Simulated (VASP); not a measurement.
CaF2, 3 atoms in the cell. The structure is cubic, space group Fm-3m (No. 225). The conventional cell has a = 5.602 Å, b = 5.602 Å, c = 5.602 Å, α = 90.00°, β = 90.00°, γ = 90.00°. Ca (site symmetry m-3m) has 8 F at 2.43 Å within 3.2 Å. Within 3.2 Å of F (site symmetry -43m) lie 4 Ca at 2.43 Å and 6 F at 2.80 Å.  This cell differs from its parent crystal: strain +3.0%.

```yaml
Program: VASP 6.6.1
Task: single point
Functional: PBE
Potentials_or_basis: VASP PAW PBE potentials, release 64 (Ca_sv, F)
Cutoff: 600 eV
k_mesh: 4 × 4 × 4
Occupations: gaussian, width 0.01 eV
Spin: no spin polarisation
Dipole_correction: no
Further_INCAR_settings: ALGO = Normal; EDIFF = 1e-06; NBANDS = 19
```

Potentials or basis: VASP PAW PBE potentials, release 64 (Ca_sv, F).

The run is started by

```console
$ cat potpaw_PBE.64/Ca_sv/POTCAR potpaw_PBE.64/F/POTCAR > POTCAR
$ mpirun -np 1 vasp_std > vasp.out
```

Hardware: 1 thread of Intel Xeon 6975P-C, on a shared host.

Task: Estimate the wall time of this run.

Result: Wall time 9.5 s on 1 thread of Intel Xeon 6975P-C (shared host), peak memory 0.17 GiB. Counts: scf iterations 13, k points 8.
